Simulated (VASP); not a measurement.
# Si16N (a cell with a defect) in VASP: single point with LDA

Aim: the single point of Si16N (a cell with a defect) with LDA.

All numbers are computed with VASP 6.6.1; they aren't measurements. Logs are shortened: lines on timing, memory, paths and dates and some standing lists are left out, and cuts for length are marked.

## 1. The cell of the first run

The cell holds a defect, 17 atoms: a = 7.679 Å, b = 7.679 Å, c = 7.679 Å, α = 60.00°, β = 60.00°, γ = 60.00°.

## 2. Single point, LDA, collinear spin, ferromagnetic start

Contents of INCAR:

```
ALGO = Normal
EDIFF = 1E-6
ENCUT = 520
GGA = CA
ISIF = 2
ISMEAR = 0
ISPIN = 2
LASPH = True
LCHARG = False
LORBIT = 11
LREAL = Auto
LWAVE = False
MAGMOM = 0 0 0 0 0 0 0 0 0 0 0 0 0 0 0 0 1
NBANDS = 52
NELM = 150
PREC = Accurate
SIGMA = 0.05
```

Contents of KPOINTS:

```
k-points
0
Gamma
  2 2 2
```

Contents of POSCAR:

```
Si16N
1.0
    0.0000000000      5.4300000000      5.4300000000
    5.4300000000      0.0000000000      5.4300000000
    5.4300000000      5.4300000000      0.0000000000
Si N
16 1
Direct
    0.0033288915      0.0035345548     -0.0080381706
    0.1529683720      0.1533235098      0.0662906513
   -0.0090035363     -0.0090293688      0.4907745036
    0.1172449657      0.1174797825      0.6169414710
   -0.0350991383      0.5199414254      0.0195991814
    0.1131097981      0.6310297742      0.1306300435
    0.0033095893      0.4925012287      0.5031431795
    0.1530806856      0.5665979997      0.6530606438
    0.5196130971     -0.0349412870      0.0194366956
    0.6307808069      0.1131645103      0.1305195976
    0.4922506916      0.0034615174      0.5030830732
    0.5664436166      0.1532380573      0.6528497268
    0.4855880148      0.4856959760     -0.0145578244
    0.6104137608      0.6104561296      0.1102467383
    0.5196893200      0.5198782586      0.4647416609
    0.6307772244      0.6309207628      0.6129665049
    0.2972110403      0.2973035687      0.7970392234
```

Potentials or basis: VASP PAW LDA potentials, release 64 (Si, N).

Started as:

```
$ cat potpaw_LDA.64/Si/POTCAR potpaw_LDA.64/N/POTCAR > POTCAR
$ mpirun -np 1 vasp_std > vasp.out
```

OUTCAR:

```text
EDIFF = 1E-6
   ENCUT = 520
   GGA = CA
   ISIF = 2
   ISMEAR = 0
   ISPIN = 2
   LASPH = True
   LORBIT = 11
   LREAL = Auto
   NELM = 150
   PREC = Accurate

 ion  position               nearest neighbor table
   1  0.003  0.004  0.992-   6 2.34  10 2.34   4 2.36   2 2.37
   2  0.153  0.153  0.066-  17 1.84   5 2.36   9 2.36   1 2.37   3 2.68
   3  0.991  0.991  0.491-   4 2.38   8 2.68   2 2.68  12 2.68
   4  0.117  0.117  0.617-  11 2.36   1 2.36   7 2.36   3 2.38
   5  0.965  0.520  0.020-  14 2.25   6 2.33   8 2.36   2 2.36
   6  0.113  0.631  0.131-   5 2.33   1 2.34   7 2.34  13 2.35
   7  0.003  0.493  0.503-   6 2.34  16 2.34   4 2.36   8 2.37
   8  0.153  0.567  0.653-  17 1.84   5 2.36  15 2.36   7 2.37   3 2.68
   9  0.520  0.965  0.019-  14 2.25  10 2.33  12 2.36   2 2.36
  10  0.631  0.113  0.131-   9 2.33   1 2.34  11 2.34  13 2.35
  11  0.492  0.003  0.503-  16 2.34  10 2.34   4 2.36  12 2.37
  12  0.566  0.153  0.653-  17 1.84   9 2.36  15 2.36  11 2.37   3 2.68
  13  0.486  0.486  0.985-  14 2.35  16 2.35   6 2.35  10 2.35
  14  0.610  0.610  0.110-  15 2.25   5 2.25   9 2.25  13 2.35
  15  0.520  0.520  0.465-  14 2.25  16 2.33   8 2.36  12 2.36
  16  0.631  0.631  0.613-  15 2.33   7 2.34  11 2.34  13 2.35
  17  0.297  0.297  0.797-   8 1.84   2 1.84  12 1.84

  LATTYP: Found a face centered cubic cell.
 ALAT       =    10.8600000000

  Lattice vectors:

 A1 = (   0.0000000000,   5.4300000000,   5.4300000000)
 A2 = (   5.4300000000,   0.0000000000,   5.4300000000)
 A3 = (   5.4300000000,   5.4300000000,   0.0000000000)

Analysis of symmetry for initial positions (statically):
=====================================================================
 Subroutine PRICEL returns:
 Original cell was already a primitive cell.

 Routine SETGRP: Setting up the symmetry group for a
 face centered cubic supercell.

 Subroutine GETGRP returns: Found  1 space group operations
 (whereof  1 operations were pure point group operations)
 out of a pool of 48 trial point group operations.

The static configuration has the point symmetry C_1 .

Analysis of symmetry for dynamics (positions and initial velocities):
=====================================================================
 Subroutine PRICEL returns:
 Original cell was already a primitive cell.

 Routine SETGRP: Setting up the symmetry group for a
 face centered cubic supercell.

 Subroutine GETGRP returns: Found  1 space group operations
 (whereof  1 operations were pure point group operations)
 out of a pool of 48 trial point group operations.

The dynamic configuration has the point symmetry C_1 .

Analysis of structural, dynamic, and magnetic symmetry:
[... 168 lines left out ...]
  ---------------------------------------------------
  free energy    TOTEN  =      -100.92316238 eV

  energy without entropy =     -100.91352103  energy(sigma->0) =     -100.91834170

 E-fermi :   5.7548     XC(G=0):  -9.7560

 val. band max:        5.7398024479   @ k =   0.0000   0.0000   0.5000
 cond. band min:       6.1895645641   @ k =   0.0000   0.0000   0.0000
 fundamental gap:      0.4497621162
 Fermi energy:         5.7547871502

 spin component 1

 k-point     1 :       0.0000    0.0000    0.0000
  band No.  band energies     occupation
      1     -10.0435      1.00000
      2      -5.6391      1.00000
      3      -4.1929      1.00000
      4      -4.1923      1.00000
      5      -3.8592      1.00000
      6      -3.0792      1.00000
[... 381 lines left out ...]
     45       9.9366      0.00000
     46      10.1911      0.00000
 Fermi energy:         5.7547871502

 spin component 2

 k-point     1 :       0.0000    0.0000    0.0000
  band No.  band energies     occupation
      1     -10.0436      1.00000
      2      -5.6391      1.00000
      3      -4.1930      1.00000
      4      -4.1923      1.00000
      5      -3.8592      1.00000
      6      -3.0792      1.00000
[... 381 lines left out ...]
     45       9.9366      0.00000
     46      10.1911      0.00000
 [bands above 46 left out]

------------------------ aborting loop because EDIFF is reached ----------------------------------------

  FORCE on cell =-STRESS in cart. coord.  units (eV):
  Direction    XX          YY          ZZ          XY          YZ          ZX
  --------------------------------------------------------------------------------------
  -------------------------------------------------------------------------------------
  Total        0.2693552      0.2802255      0.2751241     -0.3373025     -0.3482763     -0.3464556
  in kB        1.3477412      1.4021316      1.3766064     -1.6877208     -1.7426292     -1.7335194
  external PRESSURE =       1.3754931 kB  Pullay stress =       0.0000000 kB

 VOLUME and BASIS-vectors are now :
 -----------------------------------------------------------------------------
  energy-cutoff  :      520.00
  volume of cell :      320.21
      direct lattice vectors                 reciprocal lattice vectors
     0.000000000  5.430000000  5.430000000    -0.092081031  0.092081031  0.092081031
     5.430000000  0.000000000  5.430000000     0.092081031 -0.092081031  0.092081031
     5.430000000  5.430000000  0.000000000     0.092081031  0.092081031 -0.092081031

 POSITION                                       TOTAL-FORCE (eV/Angst)
 -----------------------------------------------------------------------------------
      5.40555      5.40443      0.03727         0.002316     -0.000883      0.001322
      1.19250      1.19058      1.66316         0.006466      0.010945     -0.023357
      8.04588      8.04602     10.76208         0.002979     -0.001265      0.002552
      3.98791      3.98663      1.27456        -0.001453     -0.000515     -0.002975
      2.92971      5.34584      8.06269         0.005078     -0.004214     -0.006428
      4.13581      1.32351      4.04068        -0.008749      0.001155      0.001080
[... 9 lines left out ...]
      6.75431      6.75353      6.85102         0.000614     -0.000417     -0.006462
      5.94228      5.94178      3.22821         0.006771      0.006562      0.007387
 -----------------------------------------------------------------------------------
    total drift:                                0.000098      0.002574     -0.002183

  FREE ENERGIE OF THE ION-ELECTRON SYSTEM (eV)
  ---------------------------------------------------
  free  energy   TOTEN  =      -100.9231623784 eV

  energy  without entropy=     -100.9135210297  energy(sigma->0) =     -100.91834170

 total charge

# of ion       s       p       d       tot
------------------------------------------
    1        0.757   0.950   0.000   1.707
    2        0.743   0.923   0.000   1.666
    3        0.856   0.733   0.000   1.588
    4        0.755   0.949   0.000   1.704
    5        0.785   0.930   0.000   1.715
    6        0.748   0.963   0.000   1.711
[... 9 lines left out ...]
   16        0.748   0.962   0.000   1.711
   17        1.277   2.455   0.000   3.731
--------------------------------------------------
tot         13.494  17.406   0.000  30.900

 magnetization (x)

# of ion       s       p       d       tot
------------------------------------------
    1        0.000   0.000   0.000   0.000
    2       -0.000  -0.000   0.000  -0.000
    3        0.000   0.000   0.000   0.000
    4        0.000   0.000   0.000   0.000
    5        0.000  -0.000   0.000  -0.000
    6        0.000   0.000   0.000   0.000
[... 9 lines left out ...]
   16        0.000   0.000   0.000   0.000
   17       -0.000  -0.000   0.000  -0.000
--------------------------------------------------
tot         -0.000  -0.000   0.000  -0.000
```

It took 15 min on 1 thread of Intel Xeon 8259CL, shared host; peak memory 0.49 GiB.

What came out:

- Free energy: -100.9232 eV
- Pressure: 0.1 GPa
- Largest force: 0.030 eV/Å
- Net moment: 0.00 μB per cell
- Valence electrons inside the program's atomic spheres: Si 1.71, 1.67, 1.59, 1.70, 1.72, 1.78 (each value once); N 3.73

Forces in eV/Å, atoms in the order of the input:
```
Si   0.002 -0.001  0.001
Si   0.006  0.011 -0.023
Si   0.003 -0.001  0.003
Si  -0.001 -0.001 -0.003
Si   0.005 -0.004 -0.006
Si  -0.009  0.001  0.001
Si   0.002  0.005  0.000
Si   0.003 -0.028  0.009
Si  -0.005  0.010 -0.007
Si   0.003 -0.006  0.001
Si   0.001  0.000  0.001
Si  -0.023  0.008  0.009
Si   0.001  0.003  0.002
Si   0.006  0.001  0.007
Si  -0.004 -0.003  0.004
Si   0.001  0.000 -0.006
N    0.007  0.007  0.007
```

Caveat: the k points lie up to 0.50 Å⁻¹ apart.
